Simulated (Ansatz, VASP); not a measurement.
One calculation of CuO, two programs

```
Cu O
1.0
     2.04084   -2.04601    0.15997
     2.04084    2.04601    0.15997
    -0.39846    0.00000    5.07644
Cu O
2 2
Direct
  0.00000 0.50000 0.00000
  0.50000 0.00000 0.50000
  0.50003 0.49997 0.25000
  0.49997 0.50003 0.75000
```

Alike in both runs: functional PBEsol; k mesh 14 × 14 × 8; occupations gaussian, width 0.1 eV; no spin polarisation.

Ansatz relaxed the structure, and its values are those at the end. VASP's run is a single point on that final structure, the one shown.

```csv
,VASP,Ansatz
version,VASP 6.6.1,Ansatz 0.2.0
potentials or method,"VASP PAW PBE potentials, release 64 (Cu, O), cutoff 520 eV","scalar-relativistic, plane waves, PAW"
valence electrons in the cell,34,50
```

```tsv
	VASP	Ansatz	Ansatz less VASP
gap on the k mesh at the Fermi level (eV)	none	none	-
pressure (GPa)	0.8	0.0	-0.76
```

VASP's potentials were made for PBE, not for PBEsol. A gap of «none» marks a metal or a gap that the smearing closes. VASP's potentials hold 34 valence electrons a cell and Ansatz's 50, so a difference there can come from the potentials and not from the codes.
